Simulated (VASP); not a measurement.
# ZnSe: single point with PBE

The system is ZnSe.

```
Zn Se
1.0
     0.00000    2.71357    2.82487
     2.82487    0.00000    2.82487
     2.82487    2.71357    0.00000
Zn Se
1 1
Direct
  0.00000 0.00000 0.00000
  0.75000 0.75000 0.75000
```

This cell differs from its parent crystal: volume 21.654 Å^3 an atom, c/a of the conventional cell 0.9606.

- Program: VASP 6.6.1
- Task: single point
- Functional: PBE
- Potentials or basis: VASP PAW PBE potentials, release 64 (Zn, Se)
- Cutoff: 520 eV
- k mesh: 10 × 10 × 10
- Occupations: gaussian, width 0.05 eV
- Spin: no spin polarisation

* Pressure: 6.0 GPa
* Band gap on the k mesh: 1.40 eV, direct

Stress tensor (GPa, compression positive):
```
5.62 0.00 0.00
0.00 6.78 0.00
0.00 0.00 5.62
```

Levels at points of the mesh, in eV from the valence-band top:
```csv
k point,band 5,band 6,band 7,band 8,band 9,band 10,band 11,band 12,band 13,band 14
"(0.00, 0.00, 0.00)",-6.42,-6.41,-0.14,-0.14,0.00,1.40,5.69,5.70,5.70,10.03
"(0.50, 0.00, 0.00)",-6.39,-6.24,-5.64,-1.15,-0.92,2.52,6.11,6.47,8.62,11.11
"(0.50, 0.50, 0.00)",-6.36,-6.24,-5.14,-2.42,-2.34,2.84,3.49,10.87,11.24,11.66
"(0.50, 0.00, 0.50)",-6.36,-6.18,-4.90,-2.61,-2.61,2.65,3.10,11.28,11.47,11.47
```

It took 45 s on 1 thread of AMD EPYC 9R45 96-Core Processor (Zen 5) (shared host), peak memory 0.19 GiB.
